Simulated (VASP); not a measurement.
**Mo: single point with PBE**

Mo:

```
CELL_PARAMETERS angstrom
2.81758 0.00000 0.00000
-1.40879 2.44009 0.00000
0.00000 0.00000 2.59351
ATOMIC_POSITIONS crystal
Mo 0.00000 0.00000 0.50000
```

This cell differs from its parent crystal: strain +0.030 along x and y, +0.015 along z.

- Program: VASP 6.6.1
- Task: single point
- Functional: PBE
- Potentials or basis: VASP PAW PBE potentials, release 64 (Mo_sv)
- Cutoff: 520 eV
- k mesh: 21 × 21 × 18
- Occupations: gaussian, width 0.15 eV
- Spin: no spin polarisation
- Dipole correction: no
- Further INCAR settings: ALGO = Normal; EDIFF = 1e-06; NBANDS = 13

```json
{
  "Pressure": "-10.5 GPa",
  "Band gap on the k mesh": "zero (band 7 reaches 11.25 eV, above the bottom of band 8 at 9.67 eV)"
}
```

Stress tensor (GPa, compression positive):
```
 -9.54   0.00   0.00
  0.00  -9.54   0.00
  0.00   0.00 -12.32
```

Levels at points of the mesh, in eV from the Fermi level:
```tsv
k point	band 3	band 4	band 5	band 6	band 7	band 8	band 9	band 10	band 11	band 12
(0.00, 0.00, 0.00)	-34.47	-34.34	-6.50	-3.95	-0.79	-0.79	3.76	3.76	12.86	15.56
(0.00, 0.00, 0.50)	-34.33	-34.33	-3.44	-0.01	-0.01	0.11	0.63	0.63	9.42	15.99
```

Run time: 2.1 min on 1 thread of AMD EPYC 7R13 Processor (Zen 3), on a shared host, peak memory 0.18 GiB.

Caveat: the cell differs from its parent crystal (strain +0.030 along x and y, +0.015 along z).
